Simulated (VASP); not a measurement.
# Ta2N (k07) (P-31m) in VASP: notebook, part 2 of 2

VASP 6.6.1.

**4. Relaxation of cell and atoms, LDA**

This run uses another cell than the first one, of 13.33 Å³/atom, 1.038 times its volume.

INCAR

```
SYSTEM = Ta2N
PREC     = Accurate       ! precision mode
ENCUT    = 600            ! plane-wave cutoff, eV
EDIFF    = 1E-6           ! SCF threshold, eV
ISMEAR   = 0              ! smearing method
SIGMA    = 0.1            ! smearing width, eV
LREAL    = .FALSE.        ! projectors in reciprocal space
LASPH    = .TRUE.         ! aspherical terms in the spheres
NELM     = 100            ! most SCF steps
ALGO     = Normal         ! electronic algorithm
ISIF     = 3              ! what is computed and relaxed
LWAVE    = .FALSE.        ! write WAVECAR
LCHARG   = .FALSE.        ! write CHGCAR
GGA      = CA             ! functional
IBRION   = 2              ! ionic algorithm
NSW      = 100            ! ionic steps
EDIFFG   = -0.05          ! ionic threshold
```

KPOINTS

```
Automatic mesh
0
G
  6 6 4
  0 0 0
```

POSCAR

```
Ta2N
1.0
    5.2965720500      0.0000000000      0.0000000000
   -2.6482860300      4.5869659500      0.0000000000
    0.0000000000      0.0000000000      4.9391825700
Ta N
6 3
Direct
    0.6663616800      0.6663616800      0.7536182600
    0.0000000000      0.3336383200      0.7536182600
    0.3336383200      0.0000000000      0.7536182600
    0.3336383200      0.3336383200      0.2463817400
    0.0000000000      0.6663616800      0.2463817400
    0.6663616800      0.0000000000      0.2463817400
    0.6666666700      0.3333333300      0.5000000000
    0.3333333300      0.6666666700      0.5000000000
    0.0000000000      0.0000000000      0.0000000000
```

Potentials or basis: VASP PAW LDA potentials, release 64 (Ta_pv, N).

Started as:

```bash
$ cat potpaw_LDA.64/Ta_pv/POTCAR potpaw_LDA.64/N/POTCAR > POTCAR
$ mpirun -np 1 vasp_std > vasp.out
```

OUTCAR:

```text
SYSTEM = Ta2N
   PREC = Accurate
   ENCUT = 600
   EDIFF = 1E-6
   ISMEAR = 0
   LREAL = .FALSE.
   LASPH = .TRUE.
   NELM = 100
   ISIF = 3
   GGA = CA
   IBRION = 2
   NSW = 100
   EDIFFG = -0.05

 ion  position               nearest neighbor table
   1  0.666  0.666  0.754-   9 2.15   8 2.16   7 2.16   4 3.00   5 3.01   6 3.01   2 3.06   3 3.06
                             2 3.06   3 3.06   3 3.06   2 3.06   4 3.06   5 3.07   6 3.07
   2  0.000  0.334  0.754-   9 2.15   7 2.16   8 2.16   5 3.00   6 3.01   4 3.01   3 3.06   1 3.06
                             3 3.06   1 3.06   1 3.06   3 3.06   5 3.06   6 3.07   4 3.07
   3  0.334  0.000  0.754-   9 2.15   8 2.16   7 2.16   6 3.00   5 3.01   4 3.01   2 3.06   2 3.06
                             1 3.06   1 3.06   1 3.06   2 3.06   6 3.06   5 3.07   4 3.07
   4  0.334  0.334  0.246-   9 2.15   7 2.16   8 2.16   1 3.00   2 3.01   3 3.01   5 3.06   6 3.06
                             5 3.06   6 3.06   6 3.06   5 3.06   1 3.06   2 3.07   3 3.07
   5  0.000  0.666  0.246-   9 2.15   8 2.16   7 2.16   2 3.00   3 3.01   1 3.01   6 3.06   4 3.06
                             6 3.06   4 3.06   4 3.06   6 3.06   2 3.06   3 3.07   1 3.07
   6  0.666  0.000  0.246-   9 2.15   7 2.16   8 2.16   3 3.00   2 3.01   1 3.01   5 3.06   5 3.06
                             4 3.06   4 3.06   4 3.06   5 3.06   3 3.06   2 3.07   1 3.07
   7  0.667  0.333  0.500-   2 2.16   6 2.16   5 2.16   3 2.16   4 2.16   1 2.16
   8  0.333  0.667  0.500-   5 2.16   3 2.16   2 2.16   6 2.16   1 2.16   4 2.16
   9  0.000  0.000  0.000-   1 2.15   4 2.15   3 2.15   6 2.15   5 2.15   2 2.15

  LATTYP: Found a hexagonal cell.
[... 193 lines left out ...]
  ext. energy  EPLUGINS =         0.00000000
  ---------------------------------------------------
  free energy    TOTEN  =      -114.01505009 eV

  energy without entropy =     -114.00324954  energy(sigma->0) =     -114.00914981

------------------------ aborting loop because EDIFF is reached ----------------------------------------

  FORCE on cell =-STRESS in cart. coord.  units (eV):
  Direction    XX          YY          ZZ          XY          YZ          ZX
  --------------------------------------------------------------------------------------
  -------------------------------------------------------------------------------------
  Total       -7.1800123     -7.1800123     -7.4614260      0.0000000      0.0000000     -0.0000000
  in kB      -95.8650466    -95.8650467    -99.6223853      0.0000001      0.0000000     -0.0000000
  external PRESSURE =     -97.1174928 kB  Pullay stress =       0.0000000 kB
[... 202 lines left out ...]
--------------------------------------- Ionic step        6  -------------------------------------------

 number of electron      80.9999991 magnetization

 Free energy of the ion-electron system (eV)
  ---------------------------------------------------
  ext. energy  EPLUGINS =         0.00000000
  ---------------------------------------------------
  free energy    TOTEN  =      -114.13629286 eV

  energy without entropy =     -114.12423462  energy(sigma->0) =     -114.13026374

 E-fermi :   7.6302     XC(G=0): -13.3263

 val. band max:        7.6222318856   @ k =   0.1667   0.1667   0.0000
 cond. band min:       7.6387098811   @ k =   0.5000   0.0000   0.5000
 fundamental gap:      0.0164779955
 Fermi energy:         7.6302196955

 k-point     1 :       0.0000    0.0000    0.0000
  band No.  band energies     occupation
      1     -27.9164      2.00000
      2     -27.4819      2.00000
      3     -27.2940      2.00000
      4     -27.2940      2.00000
      5     -27.2752      2.00000
      6     -27.2752      2.00000
[... 1249 lines left out ...]
  FREE ENERGIE OF THE ION-ELECTRON SYSTEM (eV)
  ---------------------------------------------------
  free  energy   TOTEN  =      -114.1362928630 eV

  energy  without entropy=     -114.1242346184  energy(sigma->0) =     -114.13026374

 reached required accuracy - stopping structural energy minimisation
```

CONTCAR:

```text
Ta2N
   1.00000000000000
     5.2398210413187636    0.0000000000619548   -0.0000000000000000
    -2.6199105255521546    4.5378181347051649    0.0000000000000000
     0.0000000000000000    0.0000000000000000    4.8828101723469839
  Ta              N
     6     3
Direct
     0.6667256329610984    0.6667256329610879    0.7529007783029531
     0.9999999999999973    0.3332743670389254    0.7529007783029531
     0.3332743670389042    0.9999999999999867    0.7529007783029531
     0.3332743670389016    0.3332743670389122    0.2470992216970471
     0.0000000000000026    0.6667256329610746    0.2470992216970471
     0.6667256329610959    0.0000000000000132    0.2470992216970471
     0.6666666699999979    0.3333333300000021    0.5000000000000000
     0.3333333300000021    0.6666666699999979    0.5000000000000000
     0.0000000000000000    1.0000000000000000    1.0000000000000000

  0.00000000E+00  0.00000000E+00  0.00000000E+00
  0.00000000E+00  0.00000000E+00  0.00000000E+00
  0.00000000E+00  0.00000000E+00  0.00000000E+00
  0.00000000E+00  0.00000000E+00  0.00000000E+00
  0.00000000E+00  0.00000000E+00  0.00000000E+00
  0.00000000E+00  0.00000000E+00  0.00000000E+00
  0.00000000E+00  0.00000000E+00  0.00000000E+00
  0.00000000E+00  0.00000000E+00  0.00000000E+00
  0.00000000E+00  0.00000000E+00  0.00000000E+00
```

Wall time 4.5 min (1 thread of Intel Xeon 6975P-C (Granite Rapids), shared host); peak memory 0.3 GiB.

Results:

| Property | Result |
| --- | --- |
| Free energy | -114.1363 eV |
| Relaxed volume | 12.90 Å³/atom |
| Relaxed cell | a = 5.240 Å, b = 5.240 Å, c = 4.883 Å, α = 90.00°, β = 90.00°, γ = 120.00° |
| Space group after relaxing (to 0.05 Å) | P-31m (No. 162) |
| Energy gained by relaxing | 13.5 meV/atom |
| Ionic steps | 6 |
| Pressure after relaxing | 0.2 GPa |
| Largest force after relaxing | 0.013 eV/Å |

Forces in eV/Å, atoms in the order of the input:
```
Ta   0.006  0.011  0.003
Ta   0.006 -0.011  0.003
Ta  -0.013  0.000  0.003
Ta  -0.006 -0.011 -0.003
Ta  -0.006  0.011 -0.003
Ta   0.013  0.000 -0.003
N    0.000  0.000  0.000
N    0.000  0.000  0.000
N    0.000  0.000  0.000
```

Step by step:
| step | energy change (eV) | largest force (eV/Å) | pressure (GPa) | volume (Å³) |
| --- | --- | --- | --- | --- |
| 1 | 0.0000 | 0.1435 | -9.71 | 120.00 |
| 2 | 0.8177 | 0.3247 | 33.49 | 106.50 |
| 3 | -0.1207 | 0.0590 | -0.33 | 116.28 |
| 4 | -0.1208 | 0.0563 | -0.04 | 116.16 |
| 5 | -0.1208 | 0.0545 | 0.18 | 116.09 |
| 6 | -0.1212 | 0.0133 | 0.18 | 116.10 |

Final structure:
```
CELL_PARAMETERS angstrom
5.23982 0.00000 0.00000
-2.61991 4.53782 0.00000
0.00000 0.00000 4.88281
ATOMIC_POSITIONS crystal
Ta 0.66673 0.66673 0.75290
Ta 0.00000 0.33327 0.75290
Ta 0.33327 0.00000 0.75290
Ta 0.33327 0.33327 0.24710
Ta 0.00000 0.66673 0.24710
Ta 0.66673 0.00000 0.24710
N 0.66667 0.33333 0.50000
N 0.33333 0.66667 0.50000
N 0.00000 0.00000 0.00000
```

Caveat: spin-orbit coupling is left out, which moves the levels of the heavy elements; the relaxation stopped at a loose force limit of 0.05 eV/Å, so its end isn't a converged minimum.

**5. The runs side by side**

```csv
task,cell,cutoff (eV),gap on the mesh (eV),pressure (GPa),largest force (eV/Å)
single point,"a = 5.232, b = 5.232, c = 4.877 Å, angles 90.0, 90.0, 120.0°, 9 atoms",520,none,1.5,0.03
single point,"a = 5.297, b = 5.297, c = 4.939 Å, angles 90.0, 90.0, 120.0°, 9 atoms",520,none,-9.7,0.14
relaxation of cell and atoms,"relaxed from a = 5.297, b = 5.297, c = 4.939 Å, angles 90.0, 90.0, 120.0°, 9 atoms",600,none,0.2,0.01
```

Alike in all rows: level LDA; potentials or basis VASP PAW LDA potentials, release 64 (Ta_pv, N); no spin polarisation; k mesh 6 × 6 × 4; smearing gaussian 0.1 eV.

Caveats: spin-orbit coupling is left out, which moves the levels of the heavy elements; the relaxation stopped at a loose force limit of 0.05 eV/Å, so its end isn't a converged minimum (some runs).

Absolute energies hang on the potentials; compare differences alone.
